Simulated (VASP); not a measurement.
Write the native input for VASP 6.6.1 that does the following.

```
Task                   : electric field gradients
Functional             : LDA
Potentials or basis    : VASP PAW LDA potentials, release 64 (Bi_d, Te)
Cutoff                 : 520 eV
k mesh                 : 10 × 10 × 10
Occupations            : fermi-dirac, width 0.08 eV
Spin                   : no spin polarisation
Dipole correction      : no
Further INCAR settings : ALGO = Normal; EDIFF = 1e-08; NBANDS = 18
```

The structure of BiTe lies in POSCAR:

```
BiTe
1.0
    0.0000000000      3.2026500000      3.2350000000
    3.2026500000      0.0000000000      3.2350000000
    3.2026500000      3.2026500000      0.0000000000
Bi Te
1 1
Direct
    0.0000000000      0.0000000000      0.0000000000
    0.5000000000      0.5000000000      0.5000000000
```

This cell differs from its parent crystal: equal xx and yy strain of -1 %.

These files were run (other wordings do the same):

INCAR

```
PREC = Accurate
ENCUT = 520
EDIFF = 1E-8
ISMEAR = -1
SIGMA = 0.08
LREAL = False
LASPH = True
NELM = 100
ALGO = Normal
ISIF = 2
LWAVE = False
LCHARG = False
GGA = CA
LEFG = True
NBANDS = 18
```

KPOINTS

```
regular mesh
0
Gamma
  10 10 10
```

Potentials or basis: VASP PAW LDA potentials, release 64 (Bi_d, Te).

Run with:

```console
$ cat potpaw_LDA.64/Bi_d/POTCAR potpaw_LDA.64/Te/POTCAR > POTCAR
$ mpirun -np 1 vasp_std > vasp.out
```

It gave:

| Property | Result |
| --- | --- |
| Pressure | -1.8 GPa |

Caveat: the cell differs from its parent crystal (equal xx and yy strain of -1 %); without QUAD_EFG the Cq values of the log hold for a quadrupole moment of 1 mb, not for the nuclei.

Wall time 86 s on 1 thread of AMD EPYC 9R45 96-Core Processor (Zen 5) (shared host), peak memory 0.23 GiB.
